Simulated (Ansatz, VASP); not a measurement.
Two plane-wave programs on Al

INCAR

```
SYSTEM = Al
ALGO     = Fast           ! electronic algorithm
EDIFF    = 1E-6           ! SCF threshold, eV
EDIFFG   = -0.01          ! ionic threshold
ENCUT    = 600            ! plane-wave cutoff, eV
GGA      = PE             ! functional
IBRION   = 2              ! ionic algorithm
ISIF     = 3              ! what is computed and relaxed
ISMEAR   = 0              ! smearing method
LASPH    = .True.         ! aspherical terms in the spheres
LCHARG   = .False.        ! write CHGCAR
LREAL    = .False.        ! projectors in reciprocal space
LWAVE    = .False.        ! write WAVECAR
NELM     = 60             ! most SCF steps
NSW      = 100            ! ionic steps
PREC     = Accurate       ! precision mode
SIGMA    = 0.1            ! smearing width, eV
```

The input KPOINTS:

```
k-points
0
Gamma
  28 28 28
  0 0 0
```

POSCAR

```
Al
1.0
   -1.3971149075      1.4281081059      2.0616689059
    1.3971149075     -1.4281081059      2.0616689059
    1.3971149075      1.4281081059     -2.0616689059
Al
1
Direct
    0.0000000000      0.5000000000      0.5000000000
```

Input for Ansatz:

```yaml
crystal:
  lattice:
    - [-1.3971149075, 1.4281081059, 2.0616689059]
    - [1.3971149075, -1.4281081059, 2.0616689059]
    - [1.3971149075, 1.4281081059, -2.0616689059]
  atoms:
    - { symbol: Al, position: [0.0, 0.5, 0.5] }
basis:
  ecutwfc: 420
kpoints:
  mp_grid: { grid: [28, 28, 28] }
hamiltonian:
  xc: pbe
scf:
  occupations: { method: gaussian, width: 0.1 }
output:
  forces: true
  stress: true
  eigenvalues: true
relax:
  adjacent_minimum: "off"
  f_tol: 0.01
  max_steps: 80
  cell: { stress_tol: 0.05 }
```

Alike in both runs: task relaxation of cell and atoms; functional PBE; k mesh 28 × 28 × 28; occupations gaussian, width 0.1 eV; no spin polarisation.

```csv
,VASP,Ansatz
version,VASP 6.6.1,Ansatz 0.2.0
potentials or method,"VASP PAW PBE potentials, release 64 (Al), cutoff 600 eV","scalar-relativistic, plane waves, PAW"
valence electrons in the cell,3,3
```

VASP gave:

| Item | Value |
| --- | --- |
| gap on the k mesh at the Fermi level, each at its own relaxed structure (eV) | none |
| relaxed volume (Å³/atom) | 16.47 |
| relaxed cell length with the largest relative difference (Å) | 2.856 |

**Question.** Which values does Ansatz return?

**Answer.** gap on the k mesh at the Fermi level, each at its own relaxed structure (eV): none; relaxed volume (Å³/atom): 16.49; relaxed cell length with the largest relative difference (Å): 2.857.

A gap of «none» marks a metal or a gap that the smearing closes.
